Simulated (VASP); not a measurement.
Crystal: Ru.

```
Ru
1.0
    -2.33616    2.33616    1.27442
     2.33616   -2.33616    1.27442
     2.33616    2.33616   -1.27442
Ru
2
Cartesian
  0.0000 0.0000 0.0000
  0.0000 2.3362 0.6372
```

```yaml
Program: VASP 6.6.1
Task: relaxation of cell and atoms
Functional: r2SCAN
Potentials_or_basis: VASP PAW PBE potentials, release 64 (Ru_pv)
Cutoff: 550 eV
k_mesh: 8 × 8 × 8
Occupations: gaussian, width 0.1 eV
Spin: no spin polarisation
```

At the start: pressure 25.8 GPa; volume 13.91 Å³/atom.

**Question.** Where does the relaxation end?

**Answer.** Over 10 steps the energy falls by 121.4 meV/atom and the volume is 15.24 Å³/atom (+9.6 %); space group I4_1/amd (No. 141, to 0.1 Å) before and after.

The path:
| step | energy change (eV) | largest force (eV/Å) | pressure (GPa) | volume (Å³) |
| --- | --- | --- | --- | --- |
| 1 | 0.0000 | 0.0000 | 25.79 | 27.82 |
| 2 | 0.7811 | 0.0000 | -33.90 | 37.84 |
| 3 | -0.1864 | 0.0000 | -2.55 | 30.52 |
| 4 | -0.1877 | 0.0000 | -0.93 | 30.32 |
| 5 | -0.1877 | 0.0000 | -0.49 | 30.27 |
| 6 | -0.2299 | 0.0000 | 0.04 | 30.33 |
| 7 | -0.2423 | 0.0000 | 0.93 | 30.35 |
| 8 | -0.2424 | 0.0000 | 1.04 | 30.36 |
| 9 | -0.2403 | 0.0000 | -2.47 | 30.79 |
| 10 | -0.2428 | 0.0000 | 0.02 | 30.48 |

Final structure:
```
CELL_PARAMETERS angstrom
-2.34534 2.34534 1.38523
2.34534 -2.34534 1.38523
2.34534 2.34534 -1.38523
ATOMIC_POSITIONS crystal
Ru 0.00000 0.00000 0.00000
Ru 0.75000 0.25000 0.50000
```

Caveat: the PAW data sets were made with another functional, which shifts forces and pressure a little.
